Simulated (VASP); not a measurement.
**BAs: single point with PBE**

BAs:

```
CELL_PARAMETERS angstrom
2.95044 0.00000 0.00000
0.00000 2.95044 0.00000
0.00000 0.00000 2.95044
ATOMIC_POSITIONS crystal
B 0.00000 0.00000 0.00000
As 0.50000 0.50000 0.50000
```

```json
{
 "Program": "VASP 6.6.1",
 "Task": "single point",
 "Functional": "PBE",
 "Potentials or basis": "VASP PAW PBE potentials, release 64 (B, As)",
 "Cutoff": "500 eV",
 "k mesh": "6 × 6 × 6",
 "Occupations": "gaussian, width 0.05 eV",
 "Spin": "no spin polarisation"
}
```

The pressure is -0.6 GPa and the band gap on the k mesh is zero (band 4 reaches 9.79 eV, above the bottom of band 5 at 4.37 eV).

Levels at points of the mesh, in eV from the Fermi level:
```
           k point  band 1  band 2  band 3  band 4  band 5  band 6  band 7  band 8  band 9
(0.00, 0.00, 0.00)  -15.65   -0.90   -0.90   -0.90   -0.46    5.60    5.60    9.07    9.07
(0.50, 0.00, 0.00)  -12.76   -9.98    2.73    2.73    3.13    3.13    3.22    4.35    8.85
(0.50, 0.50, 0.00)   -9.88   -6.75   -6.75   -5.51    3.99    4.95    6.99    6.99   12.03
(0.50, 0.50, 0.50)   -7.42   -3.07   -3.07   -3.07   -2.69   -1.98   -1.98   -1.98   19.11
```

Run time: 8 s on 1 thread of AMD EPYC 7R13, with other jobs on the host, peak memory 0.11 GiB.
